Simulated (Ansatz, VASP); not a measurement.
# Two plane-wave programs on NbIn2Se3

INCAR

```
SYSTEM = NbIn2Se3
  PREC = Accurate
  ENCUT = 520
  EDIFF = 1E-7
  ISMEAR = 0
  SIGMA = 0.1
  LREAL = .False.
  LASPH = .True.
  NELM = 60
  ALGO = Normal
  ISIF = 2
  LWAVE = .False.
  LCHARG = .True.
  GGA = PE
  LELF = .True.
  LVHAR = .True.
  NBANDS = 38
```

The input KPOINTS:

```
Automatic mesh
0
Gamma
  4 4 2
  0 0 0
```

Contents of POSCAR:

```
NbIn2Se3
1.0
    4.9278285800      0.0000000000      0.0000000000
    0.0000000000      4.9278285800      0.0000000000
    0.0000000000      0.0000000000      7.6625957100
Nb In Se
1 2 3
Direct
    0.5000000000      0.5000000000      0.5000000000
    0.5000000000      0.0000000000      0.5000000000
    0.0000000000      0.5000000000      0.5000000000
    0.5000000000      0.5000000000      0.0000000000
    0.5000000000      0.5000000000      0.7669786000
    0.5000000000      0.5000000000      0.2330214000
```

Input for Ansatz:

```yaml
crystal:
  lattice:
    - [4.92782858, 0.0, 0.0]
    - [0.0, 4.92782858, 0.0]
    - [0.0, 0.0, 7.66259571]
  atoms:
    - { symbol: Nb, position: [0.5, 0.5, 0.5] }
    - { symbol: In, position: [0.5, 0.0, 0.5] }
    - { symbol: In, position: [0.0, 0.5, 0.5] }
    - { symbol: Se, position: [0.5, 0.5, 0.0] }
    - { symbol: Se, position: [0.5, 0.5, 0.7669786] }
    - { symbol: Se, position: [0.5, 0.5, 0.2330214] }
basis:
  ecutwfc: 420
kpoints:
  mp_grid: { grid: [4, 4, 2] }
hamiltonian:
  xc: pbe
scf:
  occupations: { method: gaussian, width: 0.1 }
  lower_state_search: "off"
output:
  forces: true
  stress: true
  eigenvalues: true
```

Alike in both runs: task single point; functional PBE; k mesh 4 × 4 × 2; occupations gaussian, width 0.1 eV; no spin polarisation.

|  | VASP | Ansatz |
| --- | --- | --- |
| version | VASP 6.6.1 | Ansatz 0.2.0 |
| potentials or method | VASP PAW PBE potentials, release 64 (Nb_sv, In_d, Se), cutoff 520 eV | scalar-relativistic, plane waves, PAW |
| valence electrons in the cell | 57 | 87 |

Ansatz gave:

- gap on the k mesh at the Fermi level (eV): none
- rms of the force components (eV/Å): 4.705

Task: What did VASP give for the same quantities?

Result: gap on the k mesh at the Fermi level (eV): none; rms of the force components (eV/Å): 4.979.

Atom by atom the forces differ by 0.274 eV/Å (rms over components). A gap of «none» marks a metal or a gap that the smearing closes. With one functional, cell and mesh, what is left measures potentials, basis and numerics. VASP's potentials hold 57 valence electrons a cell and Ansatz's 87, so a difference there can come from the potentials and not from the codes.

The k mesh is coarse, so the values compare programs but aren't converged.
